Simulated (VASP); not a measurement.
Wanted: the native input for a VASP 6.6.1 run.

| Property | Result |
| --- | --- |
| Task | single point |
| Functional | PBE |
| Potentials or basis | VASP PAW PBE potentials, release 64 (Sc_sv, In_d, As) |
| Cutoff | 520 eV |
| k mesh | 4 × 4 × 1 |
| Occupations | gaussian, width 0.2 eV |
| Spin | no spin polarisation |
| Dipole correction | no |
| Further INCAR settings | ALGO = Fast; EDIFF = 1e-06; NBANDS = 66 |

The structure of ScIn3As lies in POSCAR:

```
ScIn3As
1.0
    3.8525665988      0.0000000000      0.0000000000
    0.0000000000      3.8525665988      0.0000000000
    0.0000000000      0.0000000000     17.3579834535
Sc In As
2 6 2
Direct
    0.0000000000      0.5000000000      0.9246181868
    0.5000000000      0.0000000000      0.0753818132
    0.5000000000      0.0000000000      0.3327603765
    0.5000000000      0.0000000000      0.5519654649
    0.0000000000      0.5000000000      0.2432219495
    0.5000000000      0.0000000000      0.7567780505
    0.0000000000      0.5000000000      0.6672396235
    0.0000000000      0.5000000000      0.4480345351
    0.5000000000      0.0000000000      0.9184803831
    0.0000000000      0.5000000000      0.0815196169
```

One way to write it, as run:

INCAR

```
SYSTEM = ScIn3As
PREC = Accurate
ENCUT = 520
EDIFF = 1E-6
ISMEAR = 0
SIGMA = 0.2
LREAL = .FALSE.
LASPH = .TRUE.
NELM = 80
ALGO = Fast
ISIF = 2
LWAVE = .FALSE.
LCHARG = .TRUE.
GGA = PE
LELF = .TRUE.
LVHAR = .TRUE.
NBANDS = 66
```

KPOINTS

```
regular mesh
0
G
  4 4 1
  0 0 0
```

Potentials or basis: VASP PAW PBE potentials, release 64 (Sc_sv, In_d, As).

Command:

```bash
$ cat potpaw_PBE.64/Sc_sv/POTCAR potpaw_PBE.64/In_d/POTCAR potpaw_PBE.64/As/POTCAR > POTCAR
$ mpirun -np 1 vasp_std > vasp.out
```

It gave:

```yaml
Pressure: 0.0 GPa
Largest_force: 0.061 eV/Å
Band_gap_on_the_k_mesh: zero (bands 55 and 56 overlap by 2.24 eV)
```

Caveat: the k points lie up to 0.41 Å⁻¹ apart, too coarse for converged energies and pressures of a metal; spin-orbit coupling is left out, which moves the levels of the heavy elements.

It took 5.4 min on 1 thread of Oxide Virtual Turin-like Processor, on a shared host, peak memory 0.36 GiB.
